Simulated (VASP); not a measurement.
Input of a VASP 6.6.1 run:

The input INCAR:

```
PREC = Accurate
ENCUT = 520
EDIFF = 1E-6
ISMEAR = -1
SIGMA = 0.05
LREAL = F
LASPH = T
NELM = 60
ALGO = Normal
ISIF = 2
LWAVE = F
LCHARG = F
GGA = PE
NBANDS = 16
```

The input KPOINTS:

```
regular mesh
0
Gamma
  11 11 9
```

POSCAR

```
ZrB2
1.0
    3.1675246616      0.0000000000      0.0000000000
   -1.5837623308      2.7431568240      0.0000000000
    0.0000000000      0.0000000000      3.5523880600
Zr B
1 2
Direct
    0.0000000000      0.0000000000      0.0000000000
    0.1933333333      0.5966666667      0.5000000000
    0.8066666667      0.4033333333      0.5000000000
```

Potentials or basis: VASP PAW PBE potentials, release 64 (Zr_sv, B).

Command:

```bash
$ cat potpaw_PBE.64/Zr_sv/POTCAR potpaw_PBE.64/B/POTCAR > POTCAR
$ mpirun -np 1 vasp_std > vasp.out
```

(1) Predict the largest force.

(2) Predict the pressure.

(3) Predict the band gap on the k mesh.

Answers

(1) 47.329 eV/Å.

(2) 85.3 GPa.

(3) zero (band 9 reaches 10.40 eV, above the bottom of band 10 at 8.50 eV).

Caveat: the cell differs from its parent crystal (shortest bond scaled by 0.58); forces of over 1 eV/Å act on the atoms, so gaps and moduli don't describe the material at rest.
